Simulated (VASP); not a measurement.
A run of VASP 6.6.1 is set up as follows.

POSCAR

```
PbO
1.0
    3.9900000000      0.0000000000      0.0000000000
    0.0000000000      3.9900000000      0.0000000000
    0.0000000000      0.0000000000      5.0100000000
Pb O
2 2
Direct
    0.5000000000      0.0000000000      0.7600000000
    0.0000000000      0.5000000000      0.2400000000
    0.5000000000      0.5000000000      0.0000000000
    0.0000000000      0.0000000000      0.0000000000
```

Contents of INCAR.step1:

```
SYSTEM = PbO
ALGO = Normal ; EDIFF = 1E-5
EDIFFG = -0.005 ; ENCUT = 660
GGA = PE ; GGA_COMPAT = .False.
IBRION = 2 ; ISIF = 3
ISMEAR = -1 ; LASPH = .True.
LCHARG = .False. ; LREAL = .False.
LWAVE = .True. ; NELM = 120
NELMIN = 4 ; NSW = 100
PREC = Accurate ; SIGMA = 0.05
```

Contents of INCAR.step2:

```
SYSTEM = PbO
ALGO = Normal ; EDIFF = 1E-7
EDIFFG = -0.01 ; ENCUT = 660
GGA_COMPAT = .False. ; IBRION = 2
ISIF = 3 ; ISMEAR = -1
ISTART = 1 ; LASPH = .True.
LCHARG = .False. ; LMIXTAU = .True.
LREAL = .False. ; LWAVE = .False.
METAGGA = R2SCAN ; NELM = 120
NELMIN = 4 ; NSW = 60
PREC = Accurate ; PSTRESS = 50.0
SIGMA = 0.05
```

Contents of KPOINTS:

```
k-points
0
Gamma
  7 7 6
  0 0 0
```

Potentials or basis: VASP PAW PBE potentials, release 64 (Pb_d, O).

Run with:

```bash
$ cat potpaw_PBE.64/Pb_d/POTCAR potpaw_PBE.64/O/POTCAR > POTCAR
$ cp INCAR.step1 INCAR
$ mpirun -np 1 vasp_std > vasp.out
$ cp INCAR.step2 INCAR
$ mpirun -np 1 vasp_std > vasp.out
```

(1) Estimate the space group after relaxing (to 0.1 Å).

(2) Predict the band gap on the k mesh.

(3) Predict the relaxed cell.

Answers

(1) P4/nmm (No. 129).

(2) 1.48 eV (least direct gap 2.67 eV).

(3) a = 3.968 Å, b = 3.968 Å, c = 4.561 Å, α = 90.00°, β = 90.00°, γ = 90.00°.

Caveat: the cell is relaxed towards a set pressure, so the run minimises the enthalpy, not the energy; spin-orbit coupling is left out, which moves the levels of the heavy elements; an odd mesh through Γ misses points on the zone boundary, where band edges can lie.
